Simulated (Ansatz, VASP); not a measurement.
## SiC in VASP and in Ansatz

File INCAR:

```
PREC     = Accurate       # precision mode
ENCUT    = 520            # plane-wave cutoff, eV
EDIFF    = 1E-6           # SCF threshold, eV
ISMEAR   = -1             # smearing method
SIGMA    = 0.02           # smearing width, eV
LREAL    = F              # projectors in reciprocal space
LASPH    = T              # aspherical terms in the spheres
NELM     = 60             # most SCF steps
ALGO     = Normal         # electronic algorithm
ISIF     = 2              # what is computed and relaxed
LWAVE    = F              # write WAVECAR
LCHARG   = F              # write CHGCAR
GGA      = PE             # functional
NBANDS   = 11             # bands
```

The input KPOINTS:

```
Automatic mesh
0
Gamma
  10 10 10
```

The input POSCAR:

```
SiC
1.0
    0.0387500500      2.1684496355      2.1684496355
    2.1684496355      0.0387500500      2.1684496355
    2.1684496355      2.1684496355      0.0387500500
Si C
1 1
Direct
    0.0009017569      0.0009017569      0.0009017569
    0.2490982431      0.2490982431      0.2490982431
```

Input for Ansatz:

```yaml
crystal:
  lattice:
    - [0.03875005, 2.1684496355, 2.1684496355]
    - [2.1684496355, 0.03875005, 2.1684496355]
    - [2.1684496355, 2.1684496355, 0.03875005]
  atoms:
    - { symbol: Si, position: [0.0009017569, 0.0009017569, 0.0009017569] }
    - { symbol: C, position: [0.2490982431, 0.2490982431, 0.2490982431] }
kpoints:
  mp_grid: { grid: [10, 10, 10] }
  band_path:
    path:
      - [0.0, 0.0, 0.0]
      - [-0.5, -0.5, 0.0]
      - [-0.375, -0.375, 0.25]
      - [-0.375, 0.0, 0.375]
      - [0.0, 0.0, 0.5]
      - [-0.5, -0.25, 0.25]
    npoints: 1
hamiltonian:
  xc: pbe
scf:
  occupations: { method: fermi_dirac, width: 0.02 }
  n_extra_bands: 4
output:
  forces: true
  stress: true
  eigenvalues: true
```

Change from the starting cell: epitaxial_111 strain -2.2%.

Alike in both runs: task single point; functional PBE; k mesh 10 × 10 × 10; occupations fermi-dirac, width 0.02 eV; no spin polarisation.

|  | VASP | Ansatz |
| --- | --- | --- |
| version | VASP 6.6.1 | Ansatz 0.2.0 |
| potentials or method | VASP PAW PBE potentials, release 64 (Si, C) | plane waves, PAW |
| plane-wave cutoff (eV) | 520 | 420 |
| valence electrons in the cell | 8 | 8 |

```csv
,VASP,Ansatz,Ansatz less VASP
gap on the k mesh at the Fermi level (eV),1.20,1.20,+0.003
pressure (GPa),13.5,13.5,+0.08
"traceless stress, the component that is largest in VASP (GPa)",-4.84,-4.82,+0.023
rms of the force components (eV/Å),0.016,0.016,+0.0002
```

Atom by atom the forces differ by 0.000 eV/Å (rms over components).
